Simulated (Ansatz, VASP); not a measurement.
## Two plane-wave programs on CdAs2C

```
Cd As C
1.0
    -2.86795    2.86795    4.49979
     2.86795   -2.86795    4.49979
     2.86795    2.86795   -4.49979
Cd As C
2 4 2
Direct
  0.00000 0.00000 0.00000
  0.75000 0.25000 0.50000
  0.37500 0.46159 0.58659
  0.21159 0.62500 0.08659
  0.87500 0.78841 0.41341
  0.53841 0.12500 0.91341
  0.50000 0.50000 0.00000
  0.25000 0.75000 0.50000
```

Alike in both runs: task single point; functional r2SCAN; k mesh 6 × 6 × 6; no spin polarisation.

|  | VASP | Ansatz |
| --- | --- | --- |
| version | VASP 6.6.1 | Ansatz 0.2.0 |
| potentials or method | VASP PAW PBE potentials, release 64 (Cd, As, C) | plane waves, PAW |
| plane-wave cutoff (eV) | 520 | 500 |
| occupations | gaussian, width 0.01 eV | fixed |
| valence electrons in the cell | 52 | 108 |

```csv
,VASP,Ansatz,Ansatz less VASP
gap on the k mesh at the Fermi level (eV),0.39,0.39,+0.001
pressure (GPa),0.3,0.0,-0.27
```

VASP's potentials were made for PBE, not for r2SCAN. VASP's potentials hold 52 valence electrons a cell and Ansatz's 108, so a difference there can come from the potentials and not from the codes.
